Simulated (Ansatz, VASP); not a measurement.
## Na3LaMg in VASP and in Ansatz

```xyz
5
Lattice="5.7320 0.0000 0.0000 0.0000 5.7320 0.0000 0.0000 0.0000 5.7320" Properties=species:S:1:pos:R:3 pbc="T T T"
Na    2.8660    2.8660    0.0000
Na    0.0000    2.8660    2.8660
Na    2.8660    0.0000    2.8660
La    0.0000    0.0000    0.0000
Mg    2.8660    2.8660    2.8660
```

Change from the starting cell: species swapped into the KZnF3 type (Pm-3m, No. 221).

Alike in both runs: functional PBE; k mesh 8 × 8 × 8; occupations gaussian, width 0.1 eV; no spin polarisation.

Ansatz relaxed the structure, and its values are those at the end. VASP's run is a single point on that final structure, the one shown.

|  | VASP | Ansatz |
| --- | --- | --- |
| version | VASP 6.6.1 | Ansatz 0.2.0 |
| potentials or method | VASP PAW PBE potentials, release 64 (Na_pv, La, Mg), cutoff 520 eV | scalar-relativistic, plane waves, PAW |
| valence electrons in the cell | 34 | 48 |

|  | VASP | Ansatz | Ansatz less VASP |
| --- | --- | --- | --- |
| gap on the k mesh at the Fermi level (eV) | none | none | - |
| pressure (GPa) | 0.0 | 0.0 | +0.03 |

A gap of «none» marks a metal or a gap that the smearing closes. The functional is the same, so the differences come from potentials, cutoffs and numerics. VASP's potentials hold 34 valence electrons a cell and Ansatz's 48, so a difference there can come from the potentials and not from the codes.

Spin-orbit coupling is off throughout.
